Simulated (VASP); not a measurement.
# Si7N in VASP: a series of runs

The runs below take Si7N through single point, relaxation of cell and atoms, with PBE.

All numbers are computed with VASP 6.6.1; they aren't measurements. Logs are shortened: lines on timing, memory, paths and dates and some standing lists are left out, and cuts for length are marked.

## (1) The cell of the first run

Symmetry: P6_3mc, No. 186, hexagonal system. The conventional cell has a = 7.334 Å, b = 7.334 Å, c = 5.928 Å, α = 90.00°, β = 90.00°, γ = 120.00°. Within 2.5 Å of Si (site symmetry 3m) lie 1 N at 1.90 Å and 3 Si at 2.31 Å. Si (site symmetry m) has 4 Si at 2.31 to 2.36 Å within 3.1 Å. Within 2.6 Å of Si (site symmetry m) lie 1 N at 1.96 Å and 3 Si at 2.36 Å. Within 2.5 Å of N (site symmetry 3m) lie 4 Si at 1.90 to 1.96 Å.

## (2) Single point, PBE

Input file INCAR:

```
ALGO     = Normal         # electronic algorithm
EDIFF    = 1E-6           # SCF threshold, eV
ENCUT    = 520            # plane-wave cutoff, eV
GGA      = PE             # functional
ISIF     = 2              # what is computed and relaxed
ISMEAR   = 0              # smearing method
LASPH    = True           # aspherical terms in the spheres
LCHARG   = False          # write CHGCAR
LREAL    = Auto         
LWAVE    = False          # write WAVECAR
NBANDS   = 47             # bands
NELM     = 80             # most SCF steps
PREC     = Accurate       # precision mode
SIGMA    = 0.2            # smearing width, eV
```

Input file KPOINTS:

```
k-points
0
Gamma
  4 3 3
```

Input file POSCAR:

```
Si7N
1.0
    0.0000000000      0.0000000000      5.9284269671
    7.3341529466      0.0000000000      0.0000000000
   -3.6670764733      6.3515627670      0.0000000000
Si N
14 2
Direct
    0.8218619614      0.3333333333      0.6666666667
    0.0026066021      0.6554173835      0.8277086917
    0.0026066021      0.1722913083      0.8277086917
    0.0026066021      0.1722913083      0.3445826165
    0.8994058270      0.3729098745      0.1864549373
    0.8994058270      0.8135450627      0.6270901255
    0.8994058270      0.8135450627      0.1864549373
    0.3218619614      0.6666666667      0.3333333333
    0.5026066021      0.8277086917      0.6554173835
    0.5026066021      0.3445826165      0.1722913083
    0.5026066021      0.8277086917      0.1722913083
    0.3994058270      0.1864549373      0.3729098745
    0.3994058270      0.1864549373      0.8135450627
    0.3994058270      0.6270901255      0.8135450627
    0.5021007513      0.3333333333      0.6666666667
    0.0021007513      0.6666666667      0.3333333333
```

Potentials or basis: VASP PAW PBE potentials, release 64 (Si, N).

Command:

```bash
cat potpaw_PBE.64/Si/POTCAR potpaw_PBE.64/N/POTCAR > POTCAR
mpirun -np 1 vasp_std > vasp.out
```

OUTCAR:

```text
EDIFF = 1E-6
   ENCUT = 520
   GGA = PE
   ISIF = 2
   ISMEAR = 0
   LASPH = True
   LREAL = Auto
   NELM = 80
   PREC = Accurate

 ion  position               nearest neighbor table
   1  0.822  0.333  0.667-  15 1.90   3 2.31   2 2.31   4 2.31  13 3.12  14 3.12  12 3.12
   2  0.003  0.655  0.828-   1 2.31  14 2.36   6 2.36   7 2.36
   3  0.003  0.172  0.828-   1 2.31  13 2.36   6 2.36   5 2.36
   4  0.003  0.172  0.345-   1 2.31  12 2.36   5 2.36   7 2.36
   5  0.899  0.373  0.186-  16 1.96  10 2.36   4 2.36   3 2.36   8 3.12
   6  0.899  0.814  0.627-  16 1.96   9 2.36   2 2.36   3 2.36   8 3.12
   7  0.899  0.814  0.186-  16 1.96  11 2.36   4 2.36   2 2.36   8 3.12
   8  0.322  0.667  0.333-  16 1.90  11 2.31  10 2.31   9 2.31   7 3.12   5 3.12   6 3.12
   9  0.503  0.828  0.655-   8 2.31   6 2.36  14 2.36  13 2.36
  10  0.503  0.345  0.172-   8 2.31   5 2.36  12 2.36  13 2.36
  11  0.503  0.828  0.172-   8 2.31   7 2.36  12 2.36  14 2.36
  12  0.399  0.186  0.373-  15 1.96   4 2.36  10 2.36  11 2.36   1 3.12
  13  0.399  0.186  0.814-  15 1.96   3 2.36   9 2.36  10 2.36   1 3.12
  14  0.399  0.627  0.814-  15 1.96   2 2.36   9 2.36  11 2.36   1 3.12
  15  0.502  0.333  0.667-   1 1.90  13 1.96  14 1.96  12 1.96
  16  0.002  0.667  0.333-   8 1.90   7 1.96   5 1.96   6 1.96

  LATTYP: Found a hexagonal cell.
 ALAT       =     7.3341529466
 C/A-ratio  =     0.8083315156

  Lattice vectors:

 A1 = (   7.3341529466,   0.0000000000,   0.0000000000)
 A2 = (  -3.6670764733,   6.3515627670,   0.0000000000)
 A3 = (   0.0000000000,   0.0000000000,   5.9284269671)

Analysis of symmetry for initial positions (statically):
=====================================================================
 Subroutine PRICEL returns:
 Original cell was already a primitive cell.

 Routine SETGRP: Setting up the symmetry group for a
 hexagonal supercell.

 Subroutine GETGRP returns: Found 12 space group operations
 (whereof  6 operations were pure point group operations)
 out of a pool of 24 trial point group operations.

The static configuration has the point symmetry C_3v.
 The point group associated with its full space group is C_6v.

Analysis of symmetry for dynamics (positions and initial velocities):
=====================================================================
 Subroutine PRICEL returns:
 Original cell was already a primitive cell.

 Routine SETGRP: Setting up the symmetry group for a
 hexagonal supercell.

 Subroutine GETGRP returns: Found 12 space group operations
 (whereof  6 operations were pure point group operations)
 out of a pool of 24 trial point group operations.

The dynamic configuration has the point symmetry C_3v.
 The point group associated with its full space group is C_6v.

 Subroutine INISYM returns: Found 12 space group operations
 (whereof  6 operations are pure point group operations),
 and found     1 'primitive' translations

----------------------------------------------------------------------------------------

                                     Primitive cell

  volume of cell :     276.1659

  direct lattice vectors                    reciprocal lattice vectors
     0.000000000  0.000000000  5.928426967     0.000000000  0.000000000  0.168678809
     7.334152947  0.000000000  0.000000000     0.136348397  0.078720784  0.000000000
    -3.667076473  6.351562767  0.000000000     0.000000000  0.157441568  0.000000000

  length of vectors
     5.928426967  7.334152947  7.334152947     0.168678809  0.157441568  0.157441568

  position of ions in fractional coordinates (direct lattice)
     0.821861961  0.333333333  0.666666667
     0.002606602  0.655417384  0.827708692
     0.002606602  0.172291308  0.827708692
     0.002606602  0.172291308  0.344582616
     0.899405827  0.372909875  0.186454937
     0.899405827  0.813545063  0.627090125
[... 8 lines left out ...]
     0.502100751  0.333333333  0.666666667
     0.002100751  0.666666667  0.333333333

  ion indices of the primitive-cell ions
   primitive index   ion index
                 1           1
                 2           2
                 3           3
                 4           4
                 5           5
                 6           6
[... 8 lines left out ...]
                15          15
                16          16

----------------------------------------------------------------------------------------

 KPOINTS: k-points

Automatic generation of k-mesh.
 Grid dimensions read from file:
 generate k-points for:    4    3    3

 Generating k-lattice:

  Cartesian coordinates                     Fractional coordinates (reciprocal lattice)
     0.000000000  0.000000000  0.042169702     0.250000000  0.000000000  0.000000000
     0.045449466  0.026240261  0.000000000     0.000000000  0.333333333  0.000000000
     0.000000000  0.052480523  0.000000000     0.000000000  0.000000000  0.333333333

  Length of vectors
     0.042169702  0.052480523  0.052480523

  Shift w.r.t. Gamma in fractional coordinates (k-lattice)
     0.000000000  0.000000000  0.000000000

 Subroutine IBZKPT returns following result:
 ===========================================

 Found      9 irreducible k-points:

 Following reciprocal coordinates:
            Coordinates               Weight
  0.000000  0.000000  0.000000      1.000000
  0.250000  0.000000  0.000000      2.000000
  0.500000  0.000000  0.000000      1.000000
  0.000000  0.333333  0.000000      6.000000
  0.250000  0.333333  0.000000     12.000000
  0.500000  0.333333  0.000000      6.000000
  0.000000  0.333333  0.333333      2.000000
  0.250000  0.333333  0.333333      4.000000
  0.500000  0.333333  0.333333      2.000000
   k-points           NKPTS =      9   k-points in BZ     NKDIM =      9   number of bands    NBANDS=     47
   number of dos      NEDOS =    301   number of ions     NIONS =     16
   total plane-waves  NPLWV = 150528
   dimension x,y,z NGX =    48 NGY =   56 NGZ =   56
   dimension x,y,z NGXF=    96 NGYF=  112 NGZF=  112
   ions per type =              14   2
   NGX,Y,Z   is equivalent  to a cutoff of  13.46, 12.69, 12.69 a.u.
   NGXF,Y,Z  is equivalent  to a cutoff of  26.92, 25.39, 25.39 a.u.
 SYSTEM =  unknown system
   PREC   = accura    normal or accurate (medium, high low for compatibility)
   ISTART =      0    job   : 0-new  1-cont  2-samecut
   ICHARG =      2    charge: 1-file 2-atom 10-const
   ISPIN  =      1    spin polarized calculation?
   LNONCOLLINEAR =      F non collinear calculations
   LSORBIT =      F    spin-orbit coupling
   LASPH  =      T    aspherical Exc in radial PAW
   ENCUT  =  520.0 eV  38.22 Ry    6.18 a.u.  11.02 13.64 13.64*2*pi/ulx,y,z
   NELM   =     80;   NELMIN=  2; NELMDL= -5     # of ELM steps
   EDIFF  = 0.1E-05   stopping-criterion for ELM
   LREAL  =      T    real-space projection
   EDIFFG = 0.1E-04   stopping-criterion for IOM
   NSW    =      0    number of steps for IOM
   IBRION =     -1    ionic relax: 0-MD 1-quasi-New 2-CG
   NFREE  =      0    steps in history (QN), initial steepest desc. (CG)
   ISIF   =      2    stress and relaxation
   ISYM   =      2    0-nonsym 1-usesym 2-fastsym
   POTIM  = 0.5000    time-step for ionic-motion
   TEBEG  =    0.0;   TEEND  =   0.0 temperature during run
   PSTRESS=    0.0 pullay stress
   NELECT =      66.0000    total number of electrons
   NUPDOWN=      -1.0000    fix difference up-down
   EMIN   =  10.00;   EMAX   =-10.00  energy-range for DOS
   EFERMI =   0.00;   METHOD = LEGACY
   ISMEAR =     0;   SIGMA  =   0.20  broadening in eV -4-tet -1-fermi 0-gaus
   EFERMI_NEDOS =   21; number of points for ismear=-14 and -15
   IALGO  =     38    algorithm
   IMIX   =      4    mixing-type and parameters
     AMIX     =   0.40;   BMIX     =  1.00
     AMIX_MAG =   1.60;   BMIX_MAG =  1.00
  volume/ion in A,a.u.               =      17.26       116.48
  Fermi-wavevector in a.u.,A,eV,Ry     =   1.015935  1.919840 14.042912  1.032125
  Thomas-Fermi vector in A             =   2.149250
   LORBIT       =      0    0 simple, 1 ext, 2 COOP (PROOUT), +10 PAW based schemes
   GGA     = PE    functional components
   LHFCALC =     F    Hartree Fock is set to
   AEXX    =    0.0000 exact exchange contribution
   IVDW    =     0    specifies the selected vdW correction
   LEPSILON=     F    determine dielectric tensor
   LRPA    =     F    only Hartree local field effects (RPA)
 non-spin polarized calculation
 Gauss-broadening in eV      SIGMA  =   0.20
  energy-cutoff  :      520.00
  volume of cell :      276.17
 maximum number of plane-waves:      7458
 NGX is ok and might be reduce to    48
   NGX = 23   NGY = 27   NGZ = 27

 number of electron      66.0000000 magnetization

 Free energy of the ion-electron system (eV)
  ---------------------------------------------------
  ext. energy  EPLUGINS =         0.00000000
  ---------------------------------------------------
  free energy    TOTEN  =       -91.48058876 eV

  energy without entropy =      -91.42460294  energy(sigma->0) =      -91.45259585

 E-fermi :   7.0076     XC(G=0):  -9.8740

 val. band max:        6.9608971287   @ k =   0.0000   0.3333   0.0000
 cond. band min:       7.1092873995   @ k =   0.0000   0.0000   0.0000
 fundamental gap:      0.1483902707
 Fermi energy:         7.0076410819

 k-point     1 :       0.0000    0.0000    0.0000
  band No.  band energies     occupation
      1     -10.2691      2.00000
      2     -10.1484      2.00000
      3      -4.6287      2.00000
      4      -3.4068      2.00000
      5      -3.4068      2.00000
      6      -3.2405      2.00000
[... 37 lines left out ...]
     44      10.0329      0.00000
     45      10.0329      0.00000

 k-point     2 :       0.2500    0.0000    0.0000
  band No.  band energies     occupation
      1     -10.2416      2.00000
      2     -10.1558      2.00000
      3      -4.5879      2.00000
      4      -3.7971      2.00000
      5      -3.1956      2.00000
      6      -3.1956      2.00000
[... 328 lines left out ...]
 k-point     9 :       0.5000    0.3333    0.3333
  band No.  band energies     occupation
      1     -10.1815      2.00000
      2     -10.1815      2.00000
      3      -4.1241      2.00000
      4      -4.1241      2.00000
      5      -3.7406      2.00000
      6      -3.7406      2.00000
[... 37 lines left out ...]
     44      10.2949      0.00000
     45      10.6523      0.00000
 [bands above 45 left out]

------------------------ aborting loop because EDIFF is reached ----------------------------------------

  FORCE on cell =-STRESS in cart. coord.  units (eV):
  Direction    XX          YY          ZZ          XY          YZ          ZX
  --------------------------------------------------------------------------------------
  -------------------------------------------------------------------------------------
  Total       -0.0357635     -0.0357635     -0.4128229      0.0000000      0.0000000     -0.0000000
  in kB       -0.2074819     -0.2074819     -2.3949933      0.0000000      0.0000000     -0.0000000
  external PRESSURE =      -0.9366524 kB  Pullay stress =       0.0000000 kB

 VOLUME and BASIS-vectors are now :
 -----------------------------------------------------------------------------
  energy-cutoff  :      520.00
  volume of cell :      276.17
      direct lattice vectors                 reciprocal lattice vectors
     0.000000000  0.000000000  5.928426967     0.000000000  0.000000000  0.168678809
     7.334152947  0.000000000  0.000000000     0.136348397  0.078720784  0.000000000
    -3.667076473  6.351562767  0.000000000     0.000000000  0.157441568  0.000000000

 POSITION                                       TOTAL-FORCE (eV/Angst)
 -----------------------------------------------------------------------------------
     -0.00000      4.23438      4.87235        -0.000000     -0.000000      0.023349
      1.77166      5.25724      0.01545        -0.011323     -0.006538     -0.021680
     -1.77166      5.25724      0.01545         0.011323     -0.006538     -0.021680
      0.00000      2.18864      0.01545        -0.000000      0.013075     -0.021680
      2.05123      1.18428      5.33206        -0.017707     -0.010223      0.011475
      3.66708      3.98300      5.33206        -0.000000      0.020446      0.011475
[... 8 lines left out ...]
     -0.00000      4.23438      2.97667        -0.000000      0.000000      0.007266
      3.66708      2.11719      0.01245        -0.000000      0.000000      0.007266
 -----------------------------------------------------------------------------------
    total drift:                                0.000000     -0.000001     -0.023783

  FREE ENERGIE OF THE ION-ELECTRON SYSTEM (eV)
  ---------------------------------------------------
  free  energy   TOTEN  =       -91.4805887641 eV

  energy  without entropy=      -91.4246029383  energy(sigma->0) =      -91.45259585
```

Wall time 3.3 min (1 thread of Intel Xeon Platinum 8259CL at 2.50GHz (Skylake/Cascade Lake), shared host); peak memory 0.39 GiB.

Results:

```yaml
Free_energy: -91.4806 eV
Pressure: -0.1 GPa
Largest_force: 0.025 eV/Å
Band_gap_on_the_k_mesh: zero (bands 33 and 34 overlap by 1.78 eV)
```

Forces in eV/Å, atoms in the order of the input:
```
Si   0.000  0.000  0.023
Si  -0.011 -0.007 -0.022
Si   0.011 -0.007 -0.022
Si   0.000  0.013 -0.022
Si  -0.018 -0.010  0.011
Si   0.000  0.020  0.011
Si   0.018 -0.010  0.011
Si   0.000  0.000  0.023
Si   0.000 -0.013 -0.022
Si   0.011  0.007 -0.022
Si  -0.011  0.007 -0.022
Si   0.000 -0.020  0.011
Si  -0.018  0.010  0.011
Si   0.018  0.010  0.011
N    0.000  0.000  0.007
N    0.000  0.000  0.007
```

## (3) Single point, PBE

Input file INCAR:

```
ALGO = Normal
EDIFF = 1E-6
ENCUT = 520
GGA = PE
ISIF = 2
ISMEAR = 0
LASPH = T
LCHARG = F
LREAL = Auto
LWAVE = F
NBANDS = 47
NELM = 100
PREC = Accurate
SIGMA = 0.2
```

Input file KPOINTS:

```
k-points
0
Gamma
  3 3 3
```

Input file POSCAR:

```
Si7N
1.0
    7.3437352423      0.0000000000      0.0000000000
   -3.6718676212      6.3598612785      0.0000000000
    0.0000000000      0.0000000000      5.9053585093
Si N
14 2
Direct
    0.3333333333      0.6666666667      0.8230763124
    0.6550859234      0.8275429617      0.0019297991
    0.1724570383      0.8275429617      0.0019297991
    0.1724570383      0.3449140766      0.0019297991
    0.3733729595      0.1866864798      0.8996707478
    0.8133135202      0.6266270405      0.8996707478
    0.8133135202      0.1866864798      0.8996707478
    0.6666666667      0.3333333333      0.3230763124
    0.8275429617      0.6550859234      0.5019297991
    0.3449140766      0.1724570383      0.5019297991
    0.8275429617      0.1724570383      0.5019297991
    0.1866864798      0.3733729595      0.3996707478
    0.1866864798      0.8133135202      0.3996707478
    0.6266270405      0.8133135202      0.3996707478
    0.3333333333      0.6666666667      0.5021220469
    0.6666666667      0.3333333333      0.0021220469
```

Potentials or basis: VASP PAW PBE potentials, release 64 (Si, N).

Command:

```bash
cat potpaw_PBE.64/Si/POTCAR potpaw_PBE.64/N/POTCAR > POTCAR
mpirun -np 1 vasp_std > vasp.out
```

It took 2.4 min on 1 thread of Intel Xeon Platinum 8259CL at 2.50GHz (Skylake/Cascade Lake), shared host; peak memory 0.37 GiB.

Results (log left out):

* Free energy: -91.4648 eV
* Pressure: 0.1 GPa
* Largest force: 0.022 eV/Å
* Band gap on the k mesh: zero (bands 33 and 34 overlap by 1.29 eV)

Forces in eV/Å, atoms in the order of the input:
```
Si   0.000  0.000  0.009
Si  -0.009 -0.005  0.013
Si   0.009 -0.005  0.013
Si   0.000  0.010  0.013
Si   0.003  0.002 -0.009
Si   0.000 -0.004 -0.009
Si  -0.003  0.002 -0.009
Si   0.000  0.000  0.009
Si   0.000 -0.010  0.013
Si   0.009  0.005  0.013
Si  -0.009  0.005  0.013
Si   0.000  0.004 -0.009
Si   0.003 -0.002 -0.009
Si  -0.003 -0.002 -0.009
N    0.000  0.000 -0.022
N    0.000  0.000 -0.022
```

Stress tensor (GPa, compression positive):
```
 0.10  0.00  0.00
 0.00  0.10  0.00
 0.00  0.00 -0.01
```

Levels at points of the mesh, in eV from the Fermi level:
```tsv
k point	band 31	band 32	band 33	band 34	band 35	band 36
(0.00, 0.00, 0.00)	-0.74	-0.71	-0.56	-0.56	0.02	0.02
```

(Continued in part 2 of 2.)
